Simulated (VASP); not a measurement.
# NaLa (P-6m2) in VASP: further runs

The runs below take NaLa through single point, with PBE.

Program: VASP 6.6.1. These are calculated values, not measurements. Logs are shortened: lines on timing, memory, paths and dates and some standing lists are left out, and cuts for length are marked.

## Step 1: The cell of the first run

The structure is hexagonal, space group P-6m2 (No. 187). The conventional cell has a = 3.654 Å, b = 3.654 Å, c = 6.569 Å, α = 90.00°, β = 90.00°, γ = 120.00°. Na (site symmetry -6m2) has 6 Na at 3.65 Å and 6 La at 3.90 Å within 4.8 Å. Within 4.8 Å of La (site symmetry -6m2) lie 6 La at 3.65 Å and 6 Na at 3.90 Å.

## Step 2: Single point, PBE

INCAR

```
PREC     = Accurate       # precision mode
ENCUT    = 520            # plane-wave cutoff, eV
EDIFF    = 1E-6           # SCF threshold, eV
ISMEAR   = -1             # smearing method
SIGMA    = 0.1            # smearing width, eV
LREAL    = F              # projectors in reciprocal space
LASPH    = T              # aspherical terms in the spheres
NELM     = 100            # most SCF steps
ALGO     = Normal         # electronic algorithm
ISIF     = 2              # what is computed and relaxed
LWAVE    = F              # write WAVECAR
LCHARG   = F              # write CHGCAR
GGA      = PE             # functional
NBANDS   = 16             # bands
```

KPOINTS

```
Automatic mesh
0
Gamma
  7 7 4
```

POSCAR

```
NaLa
1.0
    3.6537071132      0.0000000000      0.0000000000
   -1.8268530500      3.1642031999      0.0000000000
    0.0000000000      0.0000000000      6.5691047056
Na La
1 1
Direct
    0.0000000000      0.0000000000      0.0000000000
    0.3333333333      0.6666666667      0.5000000000
```

Potentials or basis: VASP PAW PBE potentials, release 64 (Na_pv, La).

The run is started by

```console
> cat potpaw_PBE.64/Na_pv/POTCAR potpaw_PBE.64/La/POTCAR > POTCAR
> mpirun -np 1 vasp_std > vasp.out
```

OUTCAR:

```text
PREC = Accurate
   ENCUT = 520
   EDIFF = 1E-6
   ISMEAR = -1
   LREAL = F
   LASPH = T
   NELM = 100
   ISIF = 2
   GGA = PE

 ion  position               nearest neighbor table
   1  0.000  0.000  0.000-
   2  0.333  0.667  0.500-

  LATTYP: Found a hexagonal cell.
 ALAT       =     3.6537071132
 C/A-ratio  =     1.7979286522

  Lattice vectors:

 A1 = (   3.6537071132,   0.0000000000,   0.0000000000)
 A2 = (  -1.8268530500,   3.1642031999,   0.0000000000)
 A3 = (   0.0000000000,   0.0000000000,   6.5691047056)

Analysis of symmetry for initial positions (statically):
=====================================================================
 Subroutine PRICEL returns:
 Original cell was already a primitive cell.

 Routine SETGRP: Setting up the symmetry group for a
 hexagonal supercell.

 Subroutine GETGRP returns: Found 12 space group operations
 (whereof 12 operations were pure point group operations)
 out of a pool of 24 trial point group operations.

The static configuration has the point symmetry D_3h.

Analysis of symmetry for dynamics (positions and initial velocities):
=====================================================================
 Subroutine PRICEL returns:
 Original cell was already a primitive cell.

 Routine SETGRP: Setting up the symmetry group for a
 hexagonal supercell.

 Subroutine GETGRP returns: Found 12 space group operations
 (whereof 12 operations were pure point group operations)
 out of a pool of 24 trial point group operations.

The dynamic configuration has the point symmetry D_3h.

 Subroutine INISYM returns: Found 12 space group operations
 (whereof 12 operations are pure point group operations),
 and found     1 'primitive' translations

----------------------------------------------------------------------------------------

                                     Primitive cell

  volume of cell :      75.9459

  direct lattice vectors                    reciprocal lattice vectors
     3.653707113  0.000000000  0.000000000     0.273694625  0.158017621  0.000000000
    -1.826853050  3.164203200  0.000000000     0.000000000  0.316035329  0.000000000
     0.000000000  0.000000000  6.569104706     0.000000000  0.000000000  0.152227746

  length of vectors
     3.653707113  3.653706879  6.569104706     0.316035309  0.316035329  0.152227746

  position of ions in fractional coordinates (direct lattice)
     0.000000000  0.000000000  0.000000000
     0.333333333  0.666666667  0.500000000

  ion indices of the primitive-cell ions
   primitive index   ion index
                 1           1
                 2           2

----------------------------------------------------------------------------------------

 KPOINTS: Automatic mesh

Automatic generation of k-mesh.
 Grid dimensions read from file:
 generate k-points for:    7    7    4

 Generating k-lattice:

  Cartesian coordinates                     Fractional coordinates (reciprocal lattice)
     0.039099232  0.022573946  0.000000000     0.142857143  0.000000000  0.000000000
     0.000000000  0.045147904  0.000000000     0.000000000  0.142857143  0.000000000
     0.000000000  0.000000000  0.038056936     0.000000000  0.000000000  0.250000000

  Length of vectors
     0.045147901  0.045147904  0.038056936

  Shift w.r.t. Gamma in fractional coordinates (k-lattice)
     0.000000000  0.000000000  0.000000000

 Subroutine IBZKPT returns following result:
 ===========================================

 Found     24 irreducible k-points:

 Following reciprocal coordinates:
            Coordinates               Weight
  0.000000  0.000000  0.000000      1.000000
  0.142857  0.000000  0.000000      6.000000
  0.285714  0.000000  0.000000      6.000000
  0.428571  0.000000  0.000000      6.000000
  0.142857  0.142857  0.000000      6.000000
  0.285714  0.142857  0.000000     12.000000
[... 16 lines left out ...]
  0.428571  0.142857  0.500000      6.000000
  0.285714  0.285714  0.500000      6.000000
   k-points           NKPTS =     24   k-points in BZ     NKDIM =     24   number of bands    NBANDS=     16
   number of dos      NEDOS =    301   number of ions     NIONS =      2
   total plane-waves  NPLWV =  39200
   dimension x,y,z NGX =    28 NGY =   28 NGZ =   50
   dimension x,y,z NGXF=    56 NGYF=   56 NGZF=  100
   ions per type =               1   1
   NGX,Y,Z   is equivalent  to a cutoff of  12.74, 12.74, 12.65 a.u.
   NGXF,Y,Z  is equivalent  to a cutoff of  25.48, 25.48, 25.31 a.u.
 SYSTEM =  unknown system
   PREC   = accura    normal or accurate (medium, high low for compatibility)
   ISTART =      0    job   : 0-new  1-cont  2-samecut
   ICHARG =      2    charge: 1-file 2-atom 10-const
   ISPIN  =      1    spin polarized calculation?
   LNONCOLLINEAR =      F non collinear calculations
   LSORBIT =      F    spin-orbit coupling
   LASPH  =      T    aspherical Exc in radial PAW
   ENCUT  =  520.0 eV  38.22 Ry    6.18 a.u.   6.79  6.79 12.21*2*pi/ulx,y,z
   NELM   =    100;   NELMIN=  2; NELMDL= -5     # of ELM steps
   EDIFF  = 0.1E-05   stopping-criterion for ELM
   LREAL  =      F    real-space projection
[... 7 lines left out ...]
   TEBEG  =    0.0;   TEEND  =   0.0 temperature during run
   PSTRESS=    0.0 pullay stress
   NELECT =      18.0000    total number of electrons
   NUPDOWN=      -1.0000    fix difference up-down
   EMIN   =  10.00;   EMAX   =-10.00  energy-range for DOS
   EFERMI =   0.00;   METHOD = LEGACY
   ISMEAR =    -1;   SIGMA  =   0.10  broadening in eV -4-tet -1-fermi 0-gaus
   EFERMI_NEDOS =   21; number of points for ismear=-14 and -15
   IALGO  =     38    algorithm
   IMIX   =      4    mixing-type and parameters
     AMIX     =   0.40;   BMIX     =  1.00
     AMIX_MAG =   1.60;   BMIX_MAG =  1.00
  volume/ion in A,a.u.               =      37.97       256.25
  Fermi-wavevector in a.u.,A,eV,Ry     =   1.013128  1.914534 13.965400  1.026428
  Thomas-Fermi vector in A             =   2.146278
   LORBIT       =      0    0 simple, 1 ext, 2 COOP (PROOUT), +10 PAW based schemes
   GGA     = PE    functional components
   LHFCALC =     F    Hartree Fock is set to
   AEXX    =    0.0000 exact exchange contribution
   IVDW    =     0    specifies the selected vdW correction
   LEPSILON=     F    determine dielectric tensor
   LRPA    =     F    only Hartree local field effects (RPA)
 non-spin polarized calculation
  energy-cutoff  :      520.00
  volume of cell :       75.95
 maximum number of plane-waves:      2055
 NGX is ok and might be reduce to    28
   NGX = 13   NGY = 13   NGZ = 25

 number of electron      18.0000006 magnetization

 Free energy of the ion-electron system (eV)
  ---------------------------------------------------
  ext. energy  EPLUGINS =         0.00000000
  ---------------------------------------------------
  free energy    TOTEN  =        -5.90188826 eV

  energy without entropy =       -5.83579454  energy(sigma->0) =       -5.86884140

 E-fermi :   3.9107     XC(G=0):  -8.0094

 val. band max:        3.8587841739   @ k =   0.4286   0.0000   0.0000
 cond. band min:       3.9300203999   @ k =   0.1429   0.1429   0.0000
 fundamental gap:      0.0712362261
 Fermi energy:         3.9107264691

 k-point     1 :       0.0000    0.0000    0.0000
  band No.  band energies     occupation
      1     -29.2375      2.00000
      2     -20.5172      2.00000
      3     -20.5172      2.00000
      4     -20.5139      2.00000
      5     -13.0147      2.00000
      6     -12.2313      2.00000
[... 8 lines left out ...]
     15       5.6242      0.00000
     16       5.6243      0.00000

 k-point     2 :       0.1429    0.0000    0.0000
  band No.  band energies     occupation
      1     -29.2067      2.00000
      2     -20.5238      2.00000
      3     -20.5188      2.00000
      4     -20.5129      2.00000
      5     -12.9756      2.00000
      6     -12.4918      2.00000
[... 8 lines left out ...]
     15       5.5672      0.00000
     16       5.6648      0.00000

 k-point     3 :       0.2857    0.0000    0.0000
  band No.  band energies     occupation
      1     -29.1362      2.00000
      2     -20.5386      2.00000
      3     -20.5223      2.00000
      4     -20.5106      2.00000
      5     -13.0335      2.00000
      6     -12.8859      2.00000
[... 8 lines left out ...]
     15       5.6279      0.00000
     16       5.6596      0.00000

 k-point     4 :       0.4286    0.0000    0.0000
  band No.  band energies     occupation
      1     -29.0785      2.00000
      2     -20.5504      2.00000
      3     -20.5252      2.00000
      4     -20.5087      2.00000
      5     -13.4331      2.00000
      6     -12.8122      2.00000
[... 8 lines left out ...]
     15       5.6687      0.00000
     16       5.6983      0.00000

 k-point     5 :       0.1429    0.1429    0.0000
  band No.  band energies     occupation
      1     -29.1560      2.00000
      2     -20.5336      2.00000
      3     -20.5223      2.00000
      4     -20.5112      2.00000
      5     -12.9111      2.00000
      6     -12.8525      2.00000
[... 8 lines left out ...]
     15       5.6493      0.00000
     16       5.6629      0.00000

 k-point     6 :       0.2857    0.1429    0.0000
  band No.  band energies     occupation
      1     -29.0915      2.00000
      2     -20.5450      2.00000
      3     -20.5274      2.00000
      4     -20.5091      2.00000
      5     -13.2491      2.00000
      6     -12.8289      2.00000
[... 8 lines left out ...]
     15       5.6345      0.00000
     16       5.7383      0.00000
[... 267 lines left out ...]
 k-point    21 :       0.1429    0.1429    0.5000
  band No.  band energies     occupation
      1     -29.1560      2.00000
      2     -20.5336      2.00000
      3     -20.5223      2.00000
      4     -20.5109      2.00000
      5     -12.9141      2.00000
      6     -12.8521      2.00000
[... 8 lines left out ...]
     15       5.6300      0.00000
     16       5.6672      0.00000

 k-point    22 :       0.2857    0.1429    0.5000
  band No.  band energies     occupation
      1     -29.0915      2.00000
      2     -20.5450      2.00000
      3     -20.5274      2.00000
      4     -20.5091      2.00000
      5     -13.2486      2.00000
      6     -12.8304      2.00000
[... 8 lines left out ...]
     15       5.6427      0.00000
     16       5.7331      0.00000

 k-point    23 :       0.4286    0.1429    0.5000
  band No.  band energies     occupation
      1     -29.0623      2.00000
      2     -20.5500      2.00000
      3     -20.5297      2.00000
      4     -20.5083      2.00000
      5     -13.4159      2.00000
      6     -12.7925      2.00000
[... 8 lines left out ...]
     15       5.6402      0.00000
     16       5.7888      0.00000

 k-point    24 :       0.2857    0.2857    0.5000
  band No.  band energies     occupation
      1     -29.0552      2.00000
      2     -20.5453      2.00000
      3     -20.5363      2.00000
      4     -20.5081      2.00000
      5     -13.2556      2.00000
      6     -12.9379      2.00000
[... 8 lines left out ...]
     15       5.5706      0.00000
     16       5.8355      0.00000

------------------------ aborting loop because EDIFF is reached ----------------------------------------

  FORCE on cell =-STRESS in cart. coord.  units (eV):
  Direction    XX          YY          ZZ          XY          YZ          ZX
  --------------------------------------------------------------------------------------
  -------------------------------------------------------------------------------------
  Total       -0.4926720     -0.4926720     -0.1442380     -0.0000001      0.0000000     -0.0000000
  in kB      -10.3935567    -10.3935569     -3.0428884     -0.0000017      0.0000000     -0.0000000
  external PRESSURE =      -7.9433340 kB  Pullay stress =       0.0000000 kB

 VOLUME and BASIS-vectors are now :
 -----------------------------------------------------------------------------
  energy-cutoff  :      520.00
  volume of cell :       75.95
      direct lattice vectors                 reciprocal lattice vectors
     3.653707113  0.000000000  0.000000000     0.273694625  0.158017621  0.000000000
    -1.826853050  3.164203200  0.000000000     0.000000000  0.316035329  0.000000000
     0.000000000  0.000000000  6.569104706     0.000000000  0.000000000  0.152227746

 POSITION                                       TOTAL-FORCE (eV/Angst)
 -----------------------------------------------------------------------------------
      0.00000      0.00000      0.00000         0.000000      0.000000      0.000000
      0.00000      2.10947      3.28455        -0.000000      0.000000      0.000000
 -----------------------------------------------------------------------------------
    total drift:                               -0.000001     -0.000000     -0.000000

  FREE ENERGIE OF THE ION-ELECTRON SYSTEM (eV)
  ---------------------------------------------------
  free  energy   TOTEN  =        -5.9018882593 eV

  energy  without entropy=       -5.8357945382  energy(sigma->0) =       -5.86884140
```

It took 20 s on 1 thread of Intel Xeon Platinum 8488C (Sapphire Rapids), shared host; peak memory 0.21 GiB.

What came out:

```
Free energy            : -5.9019 eV
Pressure               : -0.8 GPa
Band gap on the k mesh : zero (band 9 reaches 4.38 eV, above the bottom of band 10 at 3.70 eV)
```

Caveat: spin-orbit coupling is left out, which moves the levels of the heavy elements.

## Step 3: Single point, PBE

This run uses another cell than the first one, of 38.70 Å³/atom, 1.019 times its volume.

INCAR

```
SYSTEM = NaLa
PREC = Accurate ; ENCUT = 520
EDIFF = 1E-7 ; ISMEAR = -1
SIGMA = 0.1 ; LREAL = .False.
LASPH = .True. ; NELM = 80
ALGO = Normal ; ISIF = 2
LWAVE = .False. ; LCHARG = .False.
GGA = PE ; NBANDS = 16
```

KPOINTS

```
Automatic mesh
0
Gamma
  7 7 4
  0 0 0
```

POSCAR

```
NaLa
1.0
    3.6769797605      0.0000000000      0.0000000000
   -1.8384893704      3.1843579038      0.0000000000
    0.0000000000      0.0000000000      6.6109472650
Na La
1 1
Direct
    0.0000000000      0.0000000000      0.0000000000
    0.3333333333      0.6666666667      0.5000000000
```

Potentials or basis: VASP PAW PBE potentials, release 64 (Na_pv, La).

The run is started by

```console
> cat potpaw_PBE.64/Na_pv/POTCAR potpaw_PBE.64/La/POTCAR > POTCAR
> mpirun -np 1 vasp_std > vasp.out
```

It took 22 s on 1 thread of Intel Xeon Platinum 8488C (Sapphire Rapids), shared host; peak memory 0.2 GiB.

Results (log left out):

```yaml
Free_energy: -5.8935 eV
Pressure: -1.1 GPa
Band_gap_on_the_k_mesh: zero (band 9 reaches 4.24 eV, above the bottom of band 10 at 3.59 eV)
```

Stress tensor (GPa, compression positive):
```
-1.33  0.00  0.00
 0.00 -1.33  0.00
 0.00  0.00 -0.55
```

Levels at points of the mesh, in eV from the Fermi level:
| k point | band 6 | band 7 | band 8 | band 9 | band 10 | band 11 | band 12 | band 13 |
| --- | --- | --- | --- | --- | --- | --- | --- | --- |
| (0.00, 0.00, 0.00) | -16.21 | -16.21 | -3.19 | -1.17 | 0.69 | 1.09 | 1.56 | 1.58 |
| (0.00, 0.00, 0.50) | -16.21 | -16.21 | -2.35 | -1.99 | 0.07 | 1.10 | 1.31 | 1.58 |

Caveat: spin-orbit coupling is left out, which moves the levels of the heavy elements.
